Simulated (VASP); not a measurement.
# Al3N (Pm-3m) in VASP: notebook

Al3N is run at these levels: PBE; tasks: single point.

All numbers are computed with VASP 6.6.1; they aren't measurements. Logs are shortened: lines on timing, memory, paths and dates and some standing lists are left out, and cuts for length are marked.

### 1 The cell of the first run

The structure is cubic, space group Pm-3m (No. 221). The conventional cell has a = 3.857 Å, b = 3.857 Å, c = 3.857 Å, α = 90.00°, β = 90.00°, γ = 90.00°. Within 3.6 Å of Al (site symmetry 4/mmm) lie 8 Al at 2.73 Å and 4 N at 2.73 Å. Within 3.6 Å of N (site symmetry m-3m) lie 12 Al at 2.73 Å.

### 2 Single point, PBE

Input file INCAR:

```
SYSTEM = Al3N
PREC = Accurate
ENCUT = 600
EDIFF = 1E-6
ISMEAR = 0
SIGMA = 0.2
LREAL = .FALSE.
LASPH = .TRUE.
NELM = 120
ALGO = Normal
ISIF = 2
LWAVE = .FALSE.
LCHARG = .FALSE.
GGA = PE
NBANDS = 15
GGA_COMPAT = .FALSE.
```

Input file KPOINTS:

```
regular mesh
0
G
  5 5 5
  0 0 0
```

Input file POSCAR:

```
Al3N
1.0
    3.8567658915      0.0000000000      0.0000000000
    0.0000000000      3.8567658915      0.0000000000
    0.0000000000      0.0000000000      3.8567658915
Al N
3 1
Direct
    0.0000000000      0.5000000000      0.5000000000
    0.5000000000      0.5000000000      0.0000000000
    0.5000000000      0.0000000000      0.5000000000
    0.0000000000      0.0000000000      0.0000000000
```

Potentials or basis: VASP PAW PBE potentials, release 64 (Al, N).

Started as:

```sh
cat potpaw_PBE.64/Al/POTCAR potpaw_PBE.64/N/POTCAR > POTCAR
mpirun -np 1 vasp_std > vasp.out
```

OUTCAR:

```text
SYSTEM = Al3N
   PREC = Accurate
   ENCUT = 600
   EDIFF = 1E-6
   ISMEAR = 0
   LREAL = .FALSE.
   LASPH = .TRUE.
   NELM = 120
   ISIF = 2
   GGA = PE

 ion  position               nearest neighbor table
   1  0.000  0.500  0.500-   2 2.73   3 2.73   2 2.73   3 2.73   2 2.73   3 2.73   2 2.73   3 2.73

   2  0.500  0.500  0.000-   1 2.73   3 2.73   1 2.73   3 2.73   3 2.73   3 2.73   1 2.73   1 2.73

   3  0.500  0.000  0.500-   1 2.73   2 2.73   2 2.73   1 2.73   2 2.73   2 2.73   1 2.73   1 2.73

   4  0.000  0.000  0.000-

  LATTYP: Found a simple cubic cell.
 ALAT       =     3.8567658915

  Lattice vectors:

 A1 = (   3.8567658915,   0.0000000000,   0.0000000000)
 A2 = (   0.0000000000,   3.8567658915,   0.0000000000)
 A3 = (   0.0000000000,   0.0000000000,   3.8567658915)

Analysis of symmetry for initial positions (statically):
=====================================================================
 Subroutine PRICEL returns:
 Original cell was already a primitive cell.

 Routine SETGRP: Setting up the symmetry group for a
 simple cubic supercell.

 Subroutine GETGRP returns: Found 48 space group operations
[... 9 lines left out ...]

 Routine SETGRP: Setting up the symmetry group for a
 simple cubic supercell.

 Subroutine GETGRP returns: Found 48 space group operations
[... 11 lines left out ...]
                                     Primitive cell

  volume of cell :      57.3680

  direct lattice vectors                    reciprocal lattice vectors
     3.856765891  0.000000000  0.000000000     0.259284600  0.000000000  0.000000000
     0.000000000  3.856765891  0.000000000     0.000000000  0.259284600  0.000000000
     0.000000000  0.000000000  3.856765891     0.000000000  0.000000000  0.259284600

  length of vectors
     3.856765891  3.856765891  3.856765891     0.259284600  0.259284600  0.259284600

  position of ions in fractional coordinates (direct lattice)
     0.000000000  0.500000000  0.500000000
     0.500000000  0.500000000  0.000000000
     0.500000000  0.000000000  0.500000000
     0.000000000  0.000000000  0.000000000

  ion indices of the primitive-cell ions
   primitive index   ion index
                 1           1
                 2           2
                 3           3
                 4           4

----------------------------------------------------------------------------------------

 KPOINTS: regular mesh

[... 60 lines left out ...]
   POTIM  = 0.5000    time-step for ionic-motion
   TEBEG  =    0.0;   TEEND  =   0.0 temperature during run
   PSTRESS=    0.0 pullay stress
   NELECT =      14.0000    total number of electrons
   NUPDOWN=      -1.0000    fix difference up-down
   EMIN   =  10.00;   EMAX   =-10.00  energy-range for DOS
   EFERMI =   0.00;   METHOD = LEGACY
   ISMEAR =     0;   SIGMA  =   0.20  broadening in eV -4-tet -1-fermi 0-gaus
   EFERMI_NEDOS =   21; number of points for ismear=-14 and -15
   IALGO  =     38    algorithm
   IMIX   =      4    mixing-type and parameters
     AMIX     =   0.40;   BMIX     =  1.00
     AMIX_MAG =   1.60;   BMIX_MAG =  1.00
  volume/ion in A,a.u.               =      14.34        96.78
  Fermi-wavevector in a.u.,A,eV,Ry     =   1.023044  1.933272 14.240111  1.046619
  Thomas-Fermi vector in A             =   2.156756
   LORBIT       =      0    0 simple, 1 ext, 2 COOP (PROOUT), +10 PAW based schemes
   GGA     = PE    functional components
   LHFCALC =     F    Hartree Fock is set to
   AEXX    =    0.0000 exact exchange contribution
   IVDW    =     0    specifies the selected vdW correction
   LEPSILON=     F    determine dielectric tensor
   LRPA    =     F    only Hartree local field effects (RPA)
 non-spin polarized calculation
 Gauss-broadening in eV      SIGMA  =   0.20
  energy-cutoff  :      600.00
  volume of cell :       57.37
 maximum number of plane-waves:      1935
 NGX is ok and might be reduce to    32
   NGX = 15   NGY = 15   NGZ = 15

 number of electron      13.9999998 magnetization

 Free energy of the ion-electron system (eV)
  ---------------------------------------------------
  ext. energy  EPLUGINS =         0.00000000
  ---------------------------------------------------
  free energy    TOTEN  =       -16.40166200 eV

  energy without entropy =      -16.33859553  energy(sigma->0) =      -16.37012877

 E-fermi :   7.6673     XC(G=0): -10.4308

 val. band max:        7.5827110226   @ k =   0.2000   0.0000   0.0000
 cond. band min:       7.7166476078   @ k =   0.4000   0.2000   0.0000
 fundamental gap:      0.1339365852
 Fermi energy:         7.6673447313

 k-point     1 :       0.0000    0.0000    0.0000
  band No.  band energies     occupation
      1      -6.9371      2.00000
      2      -0.6285      2.00000
      3       3.6921      2.00000
      4       3.6921      2.00000
      5       3.6921      2.00000
      6       7.1999      1.99905
      7       7.1999      1.99905
      8       9.0542      0.00000
      9       9.0542      0.00000
     10       9.0542      0.00000
     11      11.5658      0.00000
     12      14.4066      0.00000
     13      14.4066      0.00000
     14      14.4066      0.00000
[... 149 lines left out ...]
      2       0.9141      2.00000
      3       2.1338      2.00000
      4       2.1338      2.00000
      5       2.8134      2.00000
      6       4.4046      2.00000
      7       4.4046      2.00000
      8       5.7941      2.00000
      9       9.9256      0.00000
     10      10.7335      0.00000
     11      10.7335      0.00000
     12      16.3325      0.00000
     13      17.6795      0.00000
     14      17.6795      0.00000
     15      18.6044      0.00000

------------------------ aborting loop because EDIFF is reached ----------------------------------------

  FORCE on cell =-STRESS in cart. coord.  units (eV):
  Direction    XX          YY          ZZ          XY          YZ          ZX
  --------------------------------------------------------------------------------------
  -------------------------------------------------------------------------------------
  Total       -0.1154237     -0.1154237     -0.1154237     -0.0000000     -0.0000000      0.0000000
  in kB       -3.2235602     -3.2235602     -3.2235602     -0.0000000     -0.0000000      0.0000000
  external PRESSURE =      -3.2235602 kB  Pullay stress =       0.0000000 kB

 VOLUME and BASIS-vectors are now :
 -----------------------------------------------------------------------------
  energy-cutoff  :      600.00
  volume of cell :       57.37
      direct lattice vectors                 reciprocal lattice vectors
     3.856765891  0.000000000  0.000000000     0.259284600  0.000000000  0.000000000
     0.000000000  3.856765891  0.000000000     0.000000000  0.259284600  0.000000000
     0.000000000  0.000000000  3.856765891     0.000000000  0.000000000  0.259284600

 POSITION                                       TOTAL-FORCE (eV/Angst)
 -----------------------------------------------------------------------------------
      0.00000      1.92838      1.92838         0.000000      0.000000      0.000000
      1.92838      1.92838      0.00000         0.000000      0.000000      0.000000
      1.92838      0.00000      1.92838         0.000000      0.000000      0.000000
      0.00000      0.00000      0.00000         0.000000      0.000000      0.000000
 -----------------------------------------------------------------------------------
    total drift:                               -0.000000      0.000000      0.000000

  FREE ENERGIE OF THE ION-ELECTRON SYSTEM (eV)
  ---------------------------------------------------
  free  energy   TOTEN  =       -16.4016620006 eV

  energy  without entropy=      -16.3385955342  energy(sigma->0) =      -16.37012877
```

stdout:

```text
POSCAR found type information on POSCAR AlN
 POSCAR found :  2 types and       4 ions
 scaLAPACK will be used
 LDA part: xc-table for (Slater+PW92), standard interpolation
 POSCAR, INCAR and KPOINTS ok, starting setup
 FFT: planning ... GRIDC
 FFT: planning ... GRID_SOFT
 FFT: planning ... GRID
 WAVECAR not read
 entering main loop
```

It took 7.5 s on 1 thread of Intel Xeon Platinum 8488C (Sapphire Rapids), shared host; peak memory 0.16 GiB.

What came out:

| Quantity | Value |
| --- | --- |
| Free energy | -16.4017 eV |
| Pressure | -0.3 GPa |
| Band gap on the k mesh | zero (band 7 reaches 8.13 eV, above the bottom of band 8 at 5.79 eV) |

### 3 Single point, PBE

This run uses another cell than the first one, of 16.00 Å³/atom, 1.116 times its volume.

Input file INCAR:

```
PREC     = Accurate       # precision mode
ENCUT    = 600            # plane-wave cutoff, eV
EDIFF    = 1E-6           # SCF threshold, eV
ISMEAR   = 0              # smearing method
SIGMA    = 0.2            # smearing width, eV
LREAL    = F              # projectors in reciprocal space
LASPH    = T              # aspherical terms in the spheres
NELM     = 120            # most SCF steps
ALGO     = Normal         # electronic algorithm
ISIF     = 2              # what is computed and relaxed
LWAVE    = F              # write WAVECAR
LCHARG   = F              # write CHGCAR
GGA      = PE             # functional
NBANDS   = 15             # bands
GGA_COMPAT= F
```

Input file KPOINTS:

```
regular mesh
0
Gamma
  5 5 5
```

Input file POSCAR:

```
Al3N
1.0
    4.0001503873      0.0000000000      0.0000000000
    0.0000000000      4.0001503873      0.0000000000
    0.0000000000      0.0000000000      4.0001503873
Al N
3 1
Direct
    0.5000000000      0.0000000000      0.0000000000
    0.0000000000      0.5000000000      0.0000000000
    0.0000000000      0.0000000000      0.5000000000
    0.0000000000      0.0000000000      0.0000000000
```

Potentials or basis: VASP PAW PBE potentials, release 64 (Al, N).

Started as:

```sh
cat potpaw_PBE.64/Al/POTCAR potpaw_PBE.64/N/POTCAR > POTCAR
mpirun -np 1 vasp_std > vasp.out
```

Wall time 9.3 s (1 thread of Intel Xeon Platinum 8488C (Sapphire Rapids), shared host); peak memory 0.17 GiB.

The run converged. Its results:

```yaml
Free_energy: -18.0205 eV
Pressure: 0.4 GPa
Band_gap_on_the_k_mesh: zero (band 7 reaches 7.07 eV, above the bottom of band 8 at 6.66 eV)
```

Levels at points of the mesh, in eV from the Fermi level:
```tsv
k point	band 4	band 5	band 6	band 7	band 8	band 9	band 10	band 11
(0.00, 0.00, 0.00)	-7.10	-6.20	-0.87	-0.87	2.86	2.86	2.86	5.90
```
